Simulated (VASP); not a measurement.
Input of a VASP 6.6.1 run:

INCAR

```
PREC = Accurate
ENCUT = 600
EDIFF = 1E-7
ISMEAR = -1
SIGMA = 0.05
LREAL = False
LASPH = True
NELM = 100
ALGO = Normal
ISIF = 3
LWAVE = False
LCHARG = False
GGA = PS
IBRION = 2
NSW = 80
EDIFFG = -0.02
```

Contents of KPOINTS:

```
regular mesh
0
Gamma
  7 7 7
```

The input POSCAR:

```
TiPt3
1.0
    3.8970000000      0.0000000000      0.0000000000
    0.0000000000      3.8970000000      0.0000000000
    0.0000000000      0.0000000000      3.8970000000
Pt Ti
3 1
Direct
    0.5000000000      0.5000000000      0.0000000000
    0.5000000000      0.0000000000      0.5000000000
    0.0000000000      0.5000000000      0.5000000000
    0.0000000000      0.0000000000      0.0000000000
```

Potentials or basis: VASP PAW PBE potentials, release 64 (Pt, Ti_sv).

The run is started by

```bash
$ cat potpaw_PBE.64/Pt/POTCAR potpaw_PBE.64/Ti_sv/POTCAR > POTCAR
$ mpirun -np 1 vasp_std > vasp.out
```

Problem. Estimate the space group after relaxing (to 0.05 Å).

Solution. Pm-3m (No. 221).

Problem. Predict the relaxed volume.

Solution. 14.81 Å³/atom.

Problem. What does it give for the relaxed cell?

Solution. a = 3.898 Å, b = 3.898 Å, c = 3.898 Å, α = 90.00°, β = 90.00°, γ = 90.00°.

Problem. What does it give for the band gap on the k mesh?

Solution. Zero (band 21 reaches 13.10 eV, above the bottom of band 22 at 11.58 eV).

Final structure:
```
CELL_PARAMETERS angstrom
3.89833 0.00000 0.00000
0.00000 3.89833 0.00000
0.00000 0.00000 3.89833
ATOMIC_POSITIONS crystal
Pt 0.50000 0.50000 0.00000
Pt 0.50000 0.00000 0.50000
Pt 0.00000 0.50000 0.50000
Ti 0.00000 0.00000 0.00000
```

Caveat: the PAW data sets were made with another functional, which shifts forces and pressure a little; spin-orbit coupling is left out, which moves the levels of the heavy elements.
